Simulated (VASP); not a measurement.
Input of a VASP 6.6.1 run:

File POSCAR:

```
Al
1.0
   -1.5943685756      1.5943685756     -1.5943685756
   -1.5943685756     -1.5943685756      1.5943685756
    0.0000000000      9.5594548176      9.5594548176
Al
4
Direct
    0.0000000000      0.0000000000      0.5837456341
    0.5000000000      0.5000000000      0.0833922334
    0.0000000000      0.0000000000      0.2501767003
    0.5000000000      0.5000000000      0.4169611672
```

INCAR.step1

```
SYSTEM = Al
PREC = Accurate ; ENCUT = 520
ISMEAR = 0 ; SIGMA = 0.15
LREAL = .False. ; LASPH = .True.
NELM = 100 ; NBANDS = 14
GGA = PE ; ALGO = Normal
EDIFF = 1E-4 ; LWAVE = .True.
LCHARG = .False.
```

File INCAR.step2:

```
SYSTEM = Al
PREC = Accurate ; ENCUT = 520
EDIFF = 1E-6 ; ISMEAR = 0
SIGMA = 0.15 ; LREAL = .False.
LASPH = .True. ; NELM = 100
ALGO = Normal ; ISIF = 2
LWAVE = .False. ; LCHARG = .False.
METAGGA = R2SCAN ; LMIXTAU = .True.
NBANDS = 14 ; ISTART = 1
```

File KPOINTS:

```
regular mesh
0
Gamma
  22 22 7
  0 0 0
```

Potentials or basis: VASP PAW PBE potentials, release 64 (Al).

Command:

```console
$ cat potpaw_PBE.64/Al/POTCAR > POTCAR
$ cp INCAR.step1 INCAR
$ mpirun -np 1 vasp_std > vasp.out
$ cp INCAR.step2 INCAR
$ mpirun -np 1 vasp_std > vasp.out
```

Task: What does it give for the band gap on the k mesh?

Result: Zero (bands 6 and 7 overlap by 3.70 eV).

Task: What does it give for the pressure?

Result: -1.4 GPa.

Task: What does it give for the largest force?

Result: 0.129 eV/Å.

Stress tensor (GPa, compression positive):
```
-2.31  0.00  0.00
 0.00 -0.88  0.23
 0.00  0.23 -0.88
```

Caveat: the cell differs from its parent crystal (the distance across one plane changed); the PAW data sets were made with another functional, which shifts forces and pressure a little.
